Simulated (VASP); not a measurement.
Crystal: LiCl.

```
Cl Li
1.0
     0.00000    2.56477    2.56477
     2.56477    0.00000    2.56477
     2.56477    2.56477    0.00000
Cl Li
1 1
Direct
  0.50000 0.50000 0.50000
  0.00000 0.00000 0.00000
```

| Property | Result |
| --- | --- |
| Program | VASP 6.6.1 |
| Task | relaxation of cell and atoms |
| Functional | PBEsol-based global hybrid with 25 % exact exchange |
| Potentials or basis | VASP PAW PBE potentials, release 64 (Cl, Li_sv) |
| Cutoff | 600 eV |
| k mesh | 5 × 5 × 5 |
| Occupations | fermi-dirac, width 0.05 eV |
| Spin | no spin polarisation |

At the start: pressure -1.7 GPa; volume 16.87 Å³/atom.

Q: How do energy, volume and symmetry change on relaxing?

A: Over 3 steps the energy falls by 4.6 meV/atom and the volume is 16.03 Å³/atom (-5.0 %); space group Fm-3m (No. 225, to 0.1 Å) before and after.

The path:
```
step  energy change (eV)  largest force (eV/Å)  pressure (GPa)  volume (Å³)
   1              0.0000                0.0000           -1.69        33.74
   2             -0.0069                0.0000           -0.88        32.88
   3             -0.0092                0.0000            0.00        32.06
```

Final structure:
```
Cl Li
1.0
     0.00000    2.52140    2.52140
     2.52140    0.00000    2.52140
     2.52140    2.52140    0.00000
Cl Li
1 1
Direct
  0.50000 0.50000 0.50000
  0.00000 0.00000 0.00000
```

Caveat: the k points lie up to 0.43 Å⁻¹ apart in the final cell; the cutoff is under 1.25 times the usual one of these potentials, so pressure, stress and relaxed cells hold a basis-set (Pulay) error; the PAW data sets were made with another functional, which shifts forces and pressure a little.
